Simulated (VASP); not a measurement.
## P: single point with PBE

The system is P.

```
P
1.0
     4.42100    0.00000    0.00000
    -2.21050    3.82870    0.00000
     0.00000    0.00000    2.49006
P
3
Direct
  0.00000 0.00000 0.00000
  0.33333 0.66667 0.50000
  0.66667 0.33333 0.50000
```

This isn't the form of P at room conditions, which is orthorhombic.

| Item | Value |
| --- | --- |
| Program | VASP 6.6.1 |
| Task | single point |
| Functional | PBE |
| Potentials or basis | VASP PAW PBE potentials, release 64 (P) |
| Cutoff | 520 eV |
| k mesh | 8 × 8 × 12 |
| Occupations | fermi-dirac, width 0.05 eV |
| Spin | no spin polarisation |

```json
{
  "Pressure": "1.9 GPa",
  "Band gap on the k mesh": "zero (an odd number of electrons rules out a gap without spin polarisation)"
}
```

Levels at points of the mesh, in eV from the Fermi level:
```tsv
k point	band 4	band 5	band 6	band 7	band 8	band 9	band 10	band 11	band 12	band 13
(0.00, 0.00, 0.00)	-5.93	-5.93	-5.68	-5.68	4.08	6.62	6.62	7.15	8.70	8.74
(0.50, 0.00, 0.00)	-8.11	-1.23	-0.99	0.60	0.98	2.61	5.91	5.95	6.66	8.03
(0.00, 0.00, 0.50)	-3.59	-3.55	-3.31	-2.53	-2.53	-0.63	-0.63	0.03	0.03	2.82
(0.50, 0.00, 0.50)	-7.40	-5.20	-4.55	-3.78	-1.70	2.21	2.83	4.15	4.63	6.64
```

It took 14 s on 1 thread of AMD EPYC 9R45 96-Core Processor (Zen 5), on a shared host, peak memory 0.14 GiB.
